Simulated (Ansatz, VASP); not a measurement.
**One calculation of Sc3Te, two programs**

File INCAR:

```
  PREC = Accurate
  ENCUT = 520
  EDIFF = 1E-7
  ISMEAR = -1
  SIGMA = 0.05
  LREAL = F
  LASPH = T
  NELM = 100
  ALGO = Fast
  ISIF = 2
  LWAVE = F
  LCHARG = F
  LMAXMIX = 4
  LDAU = T
  LDAUTYPE = 2
  LDAUL = 2 -1
  LDAUU = 3 0
  LDAUJ = 0 0
  LDAUPRINT = 1
  GGA = PE
  NBANDS = 28
```

KPOINTS

```
Automatic mesh
0
Gamma
  5 5 5
```

Contents of POSCAR:

```
Sc3Te
1.0
    0.0000000000      3.5695000000      3.5695000000
    3.5695000000      0.0000000000      3.5695000000
    3.5695000000      3.5695000000      0.0000000000
Sc Te
3 1
Direct
    0.2500000000      0.2500000000      0.2500000000
    0.7500000000      0.7500000000      0.7500000000
    0.5000000000      0.5000000000      0.5000000000
    0.0000000000      0.0000000000      0.0000000000
```

The input input.yaml:

```yaml
crystal:
  lattice:
    - [0.0, 3.5695, 3.5695]
    - [3.5695, 0.0, 3.5695]
    - [3.5695, 3.5695, 0.0]
  atoms:
    - { symbol: Sc, position: [0.25, 0.25, 0.25] }
    - { symbol: Sc, position: [0.75, 0.75, 0.75] }
    - { symbol: Sc, position: [0.5, 0.5, 0.5] }
    - { symbol: Te, position: [0.0, 0.0, 0.0] }
hamiltonian:
  xc: pbe
  pseudopotentials: { kind: paw }
  hubbard: { sites: [{ species: Sc, l: d, u_eff: 3.0 }] }
kpoints:
  mp_grid: { grid: [5, 5, 5] }
scf:
  occupations: { method: fermi_dirac, width: 0.05 }
output:
  forces: true
  stress: true
  eigenvalues: true
```

Alike in both runs: task single point; functional PBE; k mesh 5 × 5 × 5; occupations fermi-dirac, width 0.05 eV; no spin polarisation; Hubbard terms Sc d U = 3 eV.

```csv
,VASP,Ansatz
version,VASP 6.6.1,Ansatz 0.2.0
potentials or method,"VASP PAW PBE potentials, release 64 (Sc_sv, Te)",Ansatz PAW
plane-wave cutoff (eV),520,420
valence electrons in the cell,39,49
```

|  | VASP | Ansatz | Ansatz less VASP |
| --- | --- | --- | --- |
| gap on the k mesh at the Fermi level (eV) | none | none | - |
| pressure (GPa) | 6.1 | 5.6 | -0.51 |

The programs project onto different local orbitals, so the same U acts differently, and such runs can settle in different states. A gap of «none» marks a metal or a gap that the smearing closes. VASP's potentials hold 39 valence electrons a cell and Ansatz's 49, so a difference there can come from the potentials and not from the codes.

Neither program's run includes spin-orbit coupling.
